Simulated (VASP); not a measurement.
# GaN in VASP: further runs

GaN is run at these levels: PBE; tasks: single point.

Everything below comes from runs of VASP 6.6.1. Logs are shortened: lines on timing, memory, paths and dates and some standing lists are left out, and cuts for length are marked.

**1. The cell of the first run**

The structure is cubic, space group Fm-3m (No. 225). The conventional cell has a = 4.270 Å, b = 4.270 Å, c = 4.270 Å, α = 90.00°, β = 90.00°, γ = 90.00°. Ga (site symmetry m-3m) has 6 N at 2.14 Å within 2.8 Å. N (site symmetry m-3m) has 6 Ga at 2.14 Å within 2.8 Å.

**2. Single point, PBE**

File INCAR:

```
PREC = Accurate ; ENCUT = 600
EDIFF = 1E-6 ; ISMEAR = 0
SIGMA = 0.05 ; LREAL = False
LASPH = True ; NELM = 120
ALGO = Normal ; ISIF = 2
LWAVE = False ; LCHARG = True
GGA = PE ; LELF = True
LVHAR = True ; NBANDS = 16
GGA_COMPAT = False
```

File KPOINTS:

```
regular mesh
0
Gamma
  13 13 13
```

File POSCAR:

```
GaN
1.0
    0.0000000000      2.1352350000      2.1352350000
    2.1352350000      0.0000000000      2.1352350000
    2.1352350000      2.1352350000      0.0000000000
Ga N
1 1
Direct
    0.0000000000      0.0000000000      0.0000000000
    0.5000000000      0.5000000000      0.5000000000
```

Potentials or basis: VASP PAW PBE potentials, release 64 (Ga_d, N).

Command:

```
$ cat potpaw_PBE.64/Ga_d/POTCAR potpaw_PBE.64/N/POTCAR > POTCAR
$ mpirun -np 1 vasp_std > vasp.out
```

OUTCAR:

```text
PREC = Accurate
   ENCUT = 600
   EDIFF = 1E-6
   ISMEAR = 0
   LREAL = False
   LASPH = True
   NELM = 120
   ISIF = 2
   GGA = PE

 ion  position               nearest neighbor table
   1  0.000  0.000  0.000-   2 2.14   2 2.14   2 2.14   2 2.14   2 2.14   2 2.14
   2  0.500  0.500  0.500-   1 2.14   1 2.14   1 2.14   1 2.14   1 2.14   1 2.14

  LATTYP: Found a face centered cubic cell.
 ALAT       =     4.2704700000

  Lattice vectors:

 A1 = (   0.0000000000,   2.1352350000,   2.1352350000)
 A2 = (   2.1352350000,   0.0000000000,   2.1352350000)
 A3 = (   2.1352350000,   2.1352350000,   0.0000000000)

Analysis of symmetry for initial positions (statically):
=====================================================================
 Subroutine PRICEL returns:
 Original cell was already a primitive cell.

 Routine SETGRP: Setting up the symmetry group for a
 face centered cubic supercell.

 Subroutine GETGRP returns: Found 48 space group operations
 (whereof 48 operations were pure point group operations)
 out of a pool of 48 trial point group operations.

The static configuration has the point symmetry O_h .

Analysis of symmetry for dynamics (positions and initial velocities):
=====================================================================
 Subroutine PRICEL returns:
 Original cell was already a primitive cell.

 Routine SETGRP: Setting up the symmetry group for a
 face centered cubic supercell.

 Subroutine GETGRP returns: Found 48 space group operations
 (whereof 48 operations were pure point group operations)
 out of a pool of 48 trial point group operations.

The dynamic configuration has the point symmetry O_h .

 Subroutine INISYM returns: Found 48 space group operations
 (whereof 48 operations are pure point group operations),
 and found     1 'primitive' translations

----------------------------------------------------------------------------------------

                                     Primitive cell

  volume of cell :      19.4700

  direct lattice vectors                    reciprocal lattice vectors
     0.000000000  2.135235000  2.135235000    -0.234166263  0.234166263  0.234166263
     2.135235000  0.000000000  2.135235000     0.234166263 -0.234166263  0.234166263
     2.135235000  2.135235000  0.000000000     0.234166263  0.234166263 -0.234166263

  length of vectors
     3.019678296  3.019678296  3.019678296     0.405587864  0.405587864  0.405587864

  position of ions in fractional coordinates (direct lattice)
     0.000000000  0.000000000  0.000000000
     0.500000000  0.500000000  0.500000000

  ion indices of the primitive-cell ions
   primitive index   ion index
                 1           1
                 2           2

----------------------------------------------------------------------------------------

 KPOINTS: regular mesh

Automatic generation of k-mesh.
 Grid dimensions read from file:
 generate k-points for:   13   13   13

 Generating k-lattice:

  Cartesian coordinates                     Fractional coordinates (reciprocal lattice)
    -0.018012789  0.018012789  0.018012789     0.076923077  0.000000000  0.000000000
     0.018012789 -0.018012789  0.018012789     0.000000000  0.076923077  0.000000000
     0.018012789  0.018012789 -0.018012789     0.000000000  0.000000000  0.076923077

  Length of vectors
     0.031199066  0.031199066  0.031199066

  Shift w.r.t. Gamma in fractional coordinates (k-lattice)
     0.000000000  0.000000000  0.000000000

 Subroutine IBZKPT returns following result:
 ===========================================

 Found     84 irreducible k-points:

 Following reciprocal coordinates:
            Coordinates               Weight
  0.000000  0.000000  0.000000      1.000000
  0.076923  0.000000  0.000000      8.000000
  0.153846  0.000000  0.000000      8.000000
  0.230769  0.000000  0.000000      8.000000
  0.307692  0.000000  0.000000      8.000000
  0.384615  0.000000  0.000000      8.000000
[... 16 lines left out ...]
  0.384615  0.153846  0.000000     24.000000
  0.461538  0.153846  0.000000     24.000000
 [... further k-points ...]
   k-points           NKPTS =     84   k-points in BZ     NKDIM =     84   number of bands    NBANDS=     16
   number of dos      NEDOS =    301   number of ions     NIONS =      2
   total plane-waves  NPLWV =  13824
   dimension x,y,z NGX =    24 NGY =   24 NGZ =   24
   dimension x,y,z NGXF=    48 NGYF=   48 NGZF=   48
   ions per type =               1   1
   NGX,Y,Z   is equivalent  to a cutoff of  13.21, 13.21, 13.21 a.u.
   NGXF,Y,Z  is equivalent  to a cutoff of  26.43, 26.43, 26.43 a.u.
 SYSTEM =  unknown system
   PREC   = accura    normal or accurate (medium, high low for compatibility)
   ISTART =      0    job   : 0-new  1-cont  2-samecut
   ICHARG =      2    charge: 1-file 2-atom 10-const
   ISPIN  =      1    spin polarized calculation?
   LNONCOLLINEAR =      F non collinear calculations
   LSORBIT =      F    spin-orbit coupling
   LASPH  =      T    aspherical Exc in radial PAW
   ENCUT  =  600.0 eV  44.10 Ry    6.64 a.u.   6.03  6.03  6.03*2*pi/ulx,y,z
   NELM   =    120;   NELMIN=  2; NELMDL= -5     # of ELM steps
   EDIFF  = 0.1E-05   stopping-criterion for ELM
   LREAL  =      F    real-space projection
   EDIFFG = 0.1E-04   stopping-criterion for IOM
   NSW    =      0    number of steps for IOM
   IBRION =     -1    ionic relax: 0-MD 1-quasi-New 2-CG
   NFREE  =      0    steps in history (QN), initial steepest desc. (CG)
   ISIF   =      2    stress and relaxation
   ISYM   =      2    0-nonsym 1-usesym 2-fastsym
   POTIM  = 0.5000    time-step for ionic-motion
   TEBEG  =    0.0;   TEEND  =   0.0 temperature during run
   PSTRESS=    0.0 pullay stress
   NELECT =      18.0000    total number of electrons
   NUPDOWN=      -1.0000    fix difference up-down
   EMIN   =  10.00;   EMAX   =-10.00  energy-range for DOS
   EFERMI =   0.00;   METHOD = LEGACY
   ISMEAR =     0;   SIGMA  =   0.05  broadening in eV -4-tet -1-fermi 0-gaus
   EFERMI_NEDOS =   21; number of points for ismear=-14 and -15
   IALGO  =     38    algorithm
   IMIX   =      4    mixing-type and parameters
     AMIX     =   0.40;   BMIX     =  1.00
     AMIX_MAG =   1.60;   BMIX_MAG =  1.00
  volume/ion in A,a.u.               =       9.74        65.70
  Fermi-wavevector in a.u.,A,eV,Ry     =   1.594814  3.013761 34.605481  2.543431
  Thomas-Fermi vector in A             =   2.692830
   LORBIT       =      0    0 simple, 1 ext, 2 COOP (PROOUT), +10 PAW based schemes
   GGA     = PE    functional components
   LHFCALC =     F    Hartree Fock is set to
   AEXX    =    0.0000 exact exchange contribution
   IVDW    =     0    specifies the selected vdW correction
   LEPSILON=     F    determine dielectric tensor
   LRPA    =     F    only Hartree local field effects (RPA)
 non-spin polarized calculation
 Gauss-broadening in eV      SIGMA  =   0.05
  energy-cutoff  :      600.00
  volume of cell :       19.47
 maximum number of plane-waves:       661
   NGX = 13   NGY = 13   NGZ = 13

 number of electron      18.0000005 magnetization

 Free energy of the ion-electron system (eV)
  ---------------------------------------------------
  ext. energy  EPLUGINS =         0.00000000
  ---------------------------------------------------
  free energy    TOTEN  =       -11.20847629 eV

  energy without entropy =      -11.20847629  energy(sigma->0) =      -11.20847629

 E-fermi :   7.7156     XC(G=0): -12.9045

 val. band max:        7.5056960887   @ k =  -0.1538   0.1538   0.0000
 cond. band min:       8.0237951929   @ k =   0.4615   0.4615   0.0000
 fundamental gap:      0.5180991042
 Fermi energy:         7.7155751557

 k-point     1 :       0.0000    0.0000    0.0000
  band No.  band energies     occupation
      1      -9.4819      2.00000
      2      -6.4859      2.00000
      3      -6.4859      2.00000
      4      -6.4859      2.00000
      5      -6.3988      2.00000
      6      -6.3988      2.00000
[... 8 lines left out ...]
     15      22.8980      0.00000
     16      22.8980      0.00000

 k-point     2 :       0.0769    0.0000    0.0000
  band No.  band energies     occupation
      1      -9.3700      2.00000
      2      -6.4898      2.00000
      3      -6.4797      2.00000
      4      -6.4797      2.00000
      5      -6.4063      2.00000
      6      -6.4063      2.00000
[... 8 lines left out ...]
     15      23.0484      0.00000
     16      23.0484      0.00000

 k-point     3 :       0.1538    0.0000    0.0000
  band No.  band energies     occupation
      1      -9.0412      2.00000
      2      -6.5006      2.00000
      3      -6.4795      2.00000
      4      -6.4795      2.00000
      5      -6.4101      2.00000
      6      -6.4101      2.00000
[... 8 lines left out ...]
     15      23.6871      0.00000
     16      23.6871      0.00000

 k-point     4 :       0.2308    0.0000    0.0000
  band No.  band energies     occupation
      1      -8.5188      2.00000
      2      -6.5151      2.00000
      3      -6.5140      2.00000
      4      -6.5140      2.00000
      5      -6.3802      2.00000
      6      -6.3802      2.00000
[... 8 lines left out ...]
     15      24.7705      0.00000
     16      24.7705      0.00000
[... 324 lines left out ...]
 k-point    22 :       0.3077    0.1538    0.0000
  band No.  band energies     occupation
      1      -8.1490      2.00000
      2      -6.5498      2.00000
      3      -6.4735      2.00000
      4      -6.4596      2.00000
      5      -6.3195      2.00000
      6      -6.2657      2.00000
[... 8 lines left out ...]
     15      27.3036      0.00000
     16      28.4440      0.00000

 k-point    23 :       0.3846    0.1538    0.0000
  band No.  band energies     occupation
      1      -7.7116      2.00000
      2      -6.5683      2.00000
      3      -6.4998      2.00000
      4      -6.4536      2.00000
      5      -6.2862      2.00000
      6      -6.0192      2.00000
[... 8 lines left out ...]
     15      27.5913      0.00000
     16      29.6610      0.00000

 k-point    24 :       0.4615    0.1538    0.0000
  band No.  band energies     occupation
      1      -7.4133      2.00000
      2      -6.5879      2.00000
      3      -6.5399      2.00000
      4      -6.4266      2.00000
      5      -6.2696      2.00000
      6      -5.6505      2.00000
[... 8 lines left out ...]
     15      27.8743      0.00000
     16      30.7107      0.00000

 [... further k-points ...]
[... 5 lines left out ...]
  --------------------------------------------------------------------------------------
  -------------------------------------------------------------------------------------
  Total        0.0284199      0.0284199      0.0284199      0.0000000      0.0000000      0.0000000
  in kB        2.3386508      2.3386508      2.3386508      0.0000000      0.0000000      0.0000000
  external PRESSURE =       2.3386508 kB  Pullay stress =       0.0000000 kB

 VOLUME and BASIS-vectors are now :
 -----------------------------------------------------------------------------
  energy-cutoff  :      600.00
  volume of cell :       19.47
      direct lattice vectors                 reciprocal lattice vectors
     0.000000000  2.135235000  2.135235000    -0.234166263  0.234166263  0.234166263
     2.135235000  0.000000000  2.135235000     0.234166263 -0.234166263  0.234166263
     2.135235000  2.135235000  0.000000000     0.234166263  0.234166263 -0.234166263

 POSITION                                       TOTAL-FORCE (eV/Angst)
 -----------------------------------------------------------------------------------
      0.00000      0.00000      0.00000         0.000000      0.000000     -0.000000
      2.13524      2.13524      2.13524        -0.000000     -0.000000      0.000000
 -----------------------------------------------------------------------------------
    total drift:                                0.000000     -0.000000     -0.000000

  FREE ENERGIE OF THE ION-ELECTRON SYSTEM (eV)
  ---------------------------------------------------
  free  energy   TOTEN  =       -11.2084762864 eV

  energy  without entropy=      -11.2084762864  energy(sigma->0) =      -11.20847629
```

It took 15 s on 1 thread of Intel Xeon Platinum 8375C at 2.90GHz (Ice Lake), shared host; peak memory 0.16 GiB.

Results:

- Free energy: -11.2085 eV
- Pressure: 0.2 GPa
- Band gap on the k mesh: 0.52 eV (least direct gap 2.37 eV)

Levels at points of the mesh, in eV from the valence-band top:
```tsv
k point	band 7	band 8	band 9	band 10	band 11	band 12
(0.00, 0.00, 0.00)	-0.47	-0.47	-0.47	1.90	14.55	14.55
```

Caveat: an odd mesh through Γ misses points on the zone boundary, where band edges can lie.

**3. Single point, PBE**

File INCAR:

```
  PREC = Accurate
  ENCUT = 600
  EDIFF = 1E-6
  ISMEAR = 0
  SIGMA = 0.05
  LREAL = False
  LASPH = True
  NELM = 120
  ALGO = Normal
  ISIF = 2
  LWAVE = False
  LCHARG = False
  GGA = PE
  NBANDS = 16
  GGA_COMPAT = False
```

File KPOINTS:

```
Automatic mesh
0
Gamma
  13 13 13
```

Edit POSCAR of step 2 so:

```diff
@@ -9,2 +9,2 @@
     0.0000000000      0.0000000000      0.0000000000
-    0.5000000000      0.5000000000      0.5000000000
+    0.5023416626      0.5023416626      0.4976583374
```

Potentials or basis: VASP PAW PBE potentials, release 64 (Ga_d, N).

Command:

```
$ cat potpaw_PBE.64/Ga_d/POTCAR potpaw_PBE.64/N/POTCAR > POTCAR
$ mpirun -np 1 vasp_std > vasp.out
```

Run time: 30 s. Hardware: 1 thread of Intel Xeon Platinum 8375C at 2.90GHz (Ice Lake), shared host; peak memory 0.2 GiB.

It converged, with:

| Quantity | Value |
| --- | --- |
| Free energy | -11.2084 eV |
| Pressure | 0.2 GPa |
| Largest force | 0.019 eV/Å |
| Band gap on the k mesh | 0.52 eV (least direct gap 2.37 eV) |

Forces on the atoms (eV/Å):
```
Ga   0.000  0.000  0.019
N    0.000  0.000 -0.019
```

Levels at points of the mesh, in eV from the valence-band top:
```csv
k point,band 5,band 6,band 7,band 8,band 9,band 10,band 11,band 12,band 13,band 14
"(0.00, 0.00, 0.00)",-13.90,-13.90,-0.47,-0.47,-0.47,1.90,14.55,14.55,14.55,15.39
```

Caveat: an odd mesh through Γ misses points on the zone boundary, where band edges can lie.

[end of part 1 of 2]
